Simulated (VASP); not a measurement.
Crystal: AgRh.

```
Ag Rh
1.0
     2.77759    0.00000    0.00000
    -1.38879    2.40546    0.00000
     0.00000    0.00000    4.80860
Ag Rh
1 1
Cartesian
  0.0000 0.0000 2.4043
  1.3888 0.8018 0.0000
```

Program: VASP 6.6.1. Alike in all runs: task single point; no spin polarisation; cell as given; cutoff (eV) 520; smearing fermi-dirac 0.05 eV.

Question: Order these runs on this cell by their pressure, lowest first.
A. level r2SCAN; potentials or basis VASP PAW PBE potentials, release 64 (Ag, Rh_pv); k mesh 6 × 6 × 3
B. level PBE; potentials or basis VASP PAW PBE potentials, release 64 (Ag, Rh_pv); k mesh 11 × 11 × 6
C. level BLYP; potentials or basis VASP PAW PBE potentials, release 64 (Ag, Rh_pv); k mesh 6 × 6 × 3
D. level RPBE; potentials or basis VASP PAW PBE potentials, release 64 (Ag, Rh_pv); k mesh 6 × 6 × 3
E. level LDA; potentials or basis VASP PAW LDA potentials, release 64 (Ag, Rh_pv); k mesh 11 × 11 × 6

Answer: E (-15.3 GPa), A (-5.9 GPa), B (-2.4 GPa), D (2.2 GPa), C (7.5 GPa).

Caveats: some runs use coarse meshes; the PAW data sets were made with another functional, which shifts forces and pressure a little (some runs).
